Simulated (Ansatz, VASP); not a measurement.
**GaO: VASP beside Ansatz**

The input INCAR:

```
  PREC = Accurate
  ENCUT = 520
  EDIFF = 1E-6
  ISMEAR = 0
  SIGMA = 0.1
  LREAL = F
  LASPH = T
  NELM = 60
  ALGO = Normal
  ISIF = 2
  LWAVE = F
  LCHARG = T
  GGA = PE
  LELF = T
  LVHAR = T
  NBANDS = 16
```

KPOINTS

```
Automatic mesh
0
Gamma
  6 6 6
```

Contents of POSCAR:

```
GaO
1.0
    2.7501261100      0.0000000000      0.0000000000
    0.0000000000      2.7501261100      0.0000000000
    0.0000000000      0.0000000000      3.3710823300
Ga O
1 1
Direct
    0.5000000000      0.5000000000      0.5000000000
    0.0000000000      0.0000000000      0.0000000000
```

Input for Ansatz:

```yaml
crystal:
  lattice:
    - [2.75012611, 0.0, 0.0]
    - [0.0, 2.75012611, 0.0]
    - [0.0, 0.0, 3.37108233]
  atoms:
    - { symbol: Ga, position: [0.5, 0.5, 0.5] }
    - { symbol: O, position: [0.0, 0.0, 0.0] }
basis:
  ecutwfc: 420
kpoints:
  mp_grid: { grid: [6, 6, 6] }
hamiltonian:
  xc: pbe
scf:
  occupations: { method: gaussian, width: 0.1 }
  lower_state_search: "off"
output:
  forces: true
  stress: true
  eigenvalues: true
```

Change from the starting cell: species swapped into the ZnPt type (P4/mmm, No. 123).

Alike in both runs: task single point; functional PBE; k mesh 6 × 6 × 6; occupations gaussian, width 0.1 eV; no spin polarisation.

|  | VASP | Ansatz |
| --- | --- | --- |
| version | VASP 6.6.1 | Ansatz 0.2.0 |
| potentials or method | VASP PAW PBE potentials, release 64 (Ga_d, O), cutoff 520 eV | scalar-relativistic, plane waves, PAW |
| valence electrons in the cell | 19 | 19 |

Ansatz gave:

```
gap on the k mesh at the Fermi level (eV)                     : none
pressure (GPa)                                                : -10.0
traceless stress, the component that is largest in VASP (GPa) : -23.43
```

Q: What did VASP give for the same quantities?

A: gap on the k mesh at the Fermi level (eV): none; pressure (GPa): -9.9; traceless stress, the component that is largest in VASP (GPa): -23.46.

A gap of «none» marks a metal or a gap that the smearing closes.

The k mesh is coarse, so the values compare programs but aren't converged.
